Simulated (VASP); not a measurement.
# BN (Cmcm) in VASP: a series of runs, part 2 of 2

VASP 6.6.1. Earlier steps stand in the parts before.

### 3 Single point, r2SCAN (uniaxial y strain +5.9%)

POSCAR reads:

```
BN
1.0
    2.5005826953      0.0000000000      0.0000000000
   -1.2502913476      2.2935532154      0.0000000000
    0.0000000000      0.0000000000      6.5236379111
B N
2 2
Direct
    0.3242254438      0.6484508875      0.2500000000
    0.6757745562      0.3515491125      0.7500000000
    0.3442508801      0.6885017602      0.7500000000
    0.6557491199      0.3114982398      0.2500000000
```

INCAR.step1 reads:

```
SYSTEM = BN
  ALGO = Normal
  EDIFF = 1E-4
  ENCUT = 520
  GGA = PE
  ISMEAR = 0
  LASPH = .True.
  LCHARG = .False.
  LREAL = .False.
  LWAVE = .True.
  NBANDS = 16
  NELM = 100
  PREC = Accurate
  SIGMA = 0.01
```

INCAR.step2 reads:

```
SYSTEM = BN
  ALGO = Normal
  EDIFF = 1E-7
  ENCUT = 520
  ISIF = 2
  ISMEAR = 0
  ISTART = 1
  LASPH = .True.
  LCHARG = .False.
  LMIXTAU = .True.
  LREAL = .False.
  LWAVE = .False.
  METAGGA = R2SCAN
  NBANDS = 16
  NELM = 100
  PREC = Accurate
  SIGMA = 0.01
```

KPOINTS reads:

```
k-points
0
Gamma
  12 12 4
  0 0 0
```

Potentials or basis: VASP PAW PBE potentials, release 64 (B, N).

Run with:

```console
> cat potpaw_PBE.64/B/POTCAR potpaw_PBE.64/N/POTCAR > POTCAR
> cp INCAR.step1 INCAR
> mpirun -np 1 vasp_std > vasp.out
> cp INCAR.step2 INCAR
> mpirun -np 1 vasp_std > vasp.out
```

OUTCAR:

```text
SYSTEM = BN
   EDIFF = 1E-7
   ENCUT = 520
   ISIF = 2
   ISMEAR = 0
   ISTART = 1
   LASPH = .True.
   LREAL = .False.
   METAGGA = R2SCAN
   NELM = 100
   PREC = Accurate

 ion  position               nearest neighbor table
   1  0.324  0.648  0.250-   4 1.47   4 1.47   4 1.52
   2  0.676  0.352  0.750-   3 1.47   3 1.47   3 1.52
   3  0.344  0.689  0.750-   2 1.47   2 1.47   2 1.52
   4  0.656  0.311  0.250-   1 1.47   1 1.47   1 1.52

  LATTYP: Found a base centered orthorhombic cell.
 ALAT       =     2.5005826953
 B/A-ratio  =     1.8344150103
 C/A-ratio  =     2.6088470993

  Lattice vectors:

 A1 = (   1.2502913476,  -2.2935532154,   0.0000000000)
 A2 = (   1.2502913477,   2.2935532154,   0.0000000000)
 A3 = (   0.0000000000,   0.0000000000,   6.5236379111)

Analysis of symmetry for initial positions (statically):
=====================================================================
 Subroutine PRICEL returns:
 Original cell was already a primitive cell.

 Routine SETGRP: Setting up the symmetry group for a
 base centered orthorhombic supercell.

 Subroutine GETGRP returns: Found  8 space group operations
 (whereof  4 operations were pure point group operations)
 out of a pool of  8 trial point group operations.

The static configuration has the point symmetry C_2h.
 The point group associated with its full space group is D_2h.

Analysis of symmetry for dynamics (positions and initial velocities):
=====================================================================
 Subroutine PRICEL returns:
 Original cell was already a primitive cell.

 Routine SETGRP: Setting up the symmetry group for a
 base centered orthorhombic supercell.

 Subroutine GETGRP returns: Found  8 space group operations
 (whereof  4 operations were pure point group operations)
[... 120 lines left out ...]
   EMIN   =  10.00;   EMAX   =-10.00  energy-range for DOS
   EFERMI =   0.00;   METHOD = LEGACY
   ISMEAR =     0;   SIGMA  =   0.01  broadening in eV -4-tet -1-fermi 0-gaus
   EFERMI_NEDOS =   21; number of points for ismear=-14 and -15
   IALGO  =     38    algorithm
   IMIX   =      4    mixing-type and parameters
     AMIX     =   0.40;   BMIX     =  1.00
     AMIX_MAG =   1.60;   BMIX_MAG =  1.00
  volume/ion in A,a.u.               =       9.35        63.12
  Fermi-wavevector in a.u.,A,eV,Ry     =   1.233393  2.330775 20.697980  1.521259
  Thomas-Fermi vector in A             =   2.368125
   LORBIT       =      0    0 simple, 1 ext, 2 COOP (PROOUT), +10 PAW based schemes
   METAGGA = R2SCAN    functional components
   LHFCALC =     F    Hartree Fock is set to
   AEXX    =    0.0000 exact exchange contribution
   IVDW    =     0    specifies the selected vdW correction
   LEPSILON=     F    determine dielectric tensor
   LRPA    =     F    only Hartree local field effects (RPA)
 non-spin polarized calculation
 Gauss-broadening in eV      SIGMA  =   0.01
  energy-cutoff  :      520.00
  volume of cell :       37.41
 maximum number of plane-waves:      1032
   NGX =  9   NGY =  9   NGZ = 25

 number of electron      15.9999997 magnetization

 Free energy of the ion-electron system (eV)
  ---------------------------------------------------
  ext. energy  EPLUGINS =         0.00000000
  ---------------------------------------------------
  free energy    TOTEN  =       -38.27668407 eV

  energy without entropy =      -38.27668407  energy(sigma->0) =      -38.27668407

 E-fermi :   1.9925     XC(G=0): -10.6728

 val. band max:        1.9478740226   @ k =   0.4167   0.2500   0.0000
 cond. band min:       6.4184752352   @ k =   0.0000   0.5000   0.0000
 fundamental gap:      4.4706012126
 Fermi energy:         1.9925007516

 k-point     1 :       0.0000    0.0000    0.0000
  band No.  band energies     occupation
      1     -16.5063      2.00000
      2     -16.1649      2.00000
      3      -4.2374      2.00000
      4      -1.8008      2.00000
      5       0.1383      2.00000
      6       0.2011      2.00000
[... 433 lines left out ...]
      3      -6.7081      2.00000
      4      -6.6009      2.00000
      5      -3.8994      2.00000
      6      -3.7902      2.00000
[... 8 lines left out ...]
     15      16.8399      0.00000
     16      20.6016      0.00000

 [... further k-points ...]
[... 5 lines left out ...]
  --------------------------------------------------------------------------------------
  -------------------------------------------------------------------------------------
  Total       -1.8549657    -10.8558322      0.2619971     -0.0000000      0.0000000      0.0000000
  in kB      -79.4340265   -464.8724539     11.2193362     -0.0000000      0.0000000      0.0000000
  external PRESSURE =    -177.6957147 kB  Pullay stress =       0.0000000 kB

 VOLUME and BASIS-vectors are now :
 -----------------------------------------------------------------------------
  energy-cutoff  :      520.00
  volume of cell :       37.41
      direct lattice vectors                 reciprocal lattice vectors
     2.500582695  0.000000000  0.000000000     0.399906790  0.218002354  0.000000000
    -1.250291348  2.293553215  0.000000000     0.000000000  0.436004708  0.000000000
     0.000000000  0.000000000  6.523637911     0.000000000  0.000000000  0.153288704

 POSITION                                       TOTAL-FORCE (eV/Angst)
 -----------------------------------------------------------------------------------
      0.00000      1.48726      1.63091        -0.000000     -0.003297      0.000000
      1.25029      0.80630      4.89273         0.000000      0.003297      0.000000
      0.00000      1.57912      4.89273        -0.000000     -0.004671      0.000000
      1.25029      0.71444      1.63091         0.000000      0.004671     -0.000000
 -----------------------------------------------------------------------------------
    total drift:                                0.000000     -0.000000      0.000000

  FREE ENERGIE OF THE ION-ELECTRON SYSTEM (eV)
  ---------------------------------------------------
  free  energy   TOTEN  =       -38.2766840688 eV

  energy  without entropy=      -38.2766840688  energy(sigma->0) =      -38.27668407
```

OUTCAR.step1:

```text
SYSTEM = BN
   EDIFF = 1E-4
   ENCUT = 520
   GGA = PE
   ISMEAR = 0
   LASPH = .True.
   LREAL = .False.
   NELM = 100
[... 686 lines left out ...]
      1.25029      0.80630      4.89273        -0.000000     -0.044318      0.000000
      0.00000      1.57912      4.89273         0.000000      0.044002      0.000000
      1.25029      0.71444      1.63091        -0.000000     -0.044002     -0.000000
 -----------------------------------------------------------------------------------
    total drift:                                0.000000     -0.000000      0.000000

  FREE ENERGIE OF THE ION-ELECTRON SYSTEM (eV)
  ---------------------------------------------------
  free  energy   TOTEN  =       -34.8893997796 eV

  energy  without entropy=      -34.8893997796  energy(sigma->0) =      -34.88939978
```

Wall time 2.9 min (1 thread of Intel Xeon Platinum 8559C (Emerald Rapids), shared host); peak memory 0.19 GiB.

What came out:

* Free energy: -38.2767 eV
* Pressure: -17.8 GPa
* Largest force: 0.005 eV/Å
* Band gap on the k mesh: 4.47 eV, indirect (least direct gap 4.92 eV)

Forces in eV/Å, atoms in the order of the input:
```
B    0.000 -0.003  0.000
B    0.000  0.003  0.000
N    0.000 -0.005  0.000
N    0.000  0.005  0.000
```

Levels at points of the mesh, in eV from the valence-band top:
| k point | band 4 | band 5 | band 6 | band 7 | band 8 | band 9 | band 10 | band 11 | band 12 | band 13 |
| --- | --- | --- | --- | --- | --- | --- | --- | --- | --- | --- |
| (0.00, 0.00, 0.00) | -3.75 | -1.81 | -1.75 | -1.30 | -1.25 | 5.56 | 10.13 | 10.83 | 10.96 | 11.97 |
| (0.50, 0.00, 0.00) | -8.89 | -4.55 | -4.46 | -1.41 | -0.27 | 4.65 | 6.19 | 8.88 | 9.03 | 13.08 |
| (0.00, 0.50, 0.00) | -9.10 | -3.67 | -3.59 | -1.87 | -0.76 | 4.47 | 5.91 | 10.12 | 10.83 | 12.74 |
| (0.00, 0.00, 0.50) | -5.12 | -1.78 | -1.78 | -1.28 | -1.28 | 7.96 | 7.96 | 10.80 | 10.80 | 12.04 |
| (0.50, 0.00, 0.50) | -8.95 | -4.51 | -4.51 | -0.81 | -0.81 | 5.13 | 5.13 | 9.09 | 9.09 | 13.92 |
| (0.00, 0.50, 0.50) | -9.15 | -3.63 | -3.63 | -1.27 | -1.27 | 4.85 | 4.85 | 10.80 | 10.80 | 13.76 |

Caveat: the cell differs from its parent crystal (uniaxial y strain +5.9%); the PAW data sets were made with another functional, which shifts forces and pressure a little.
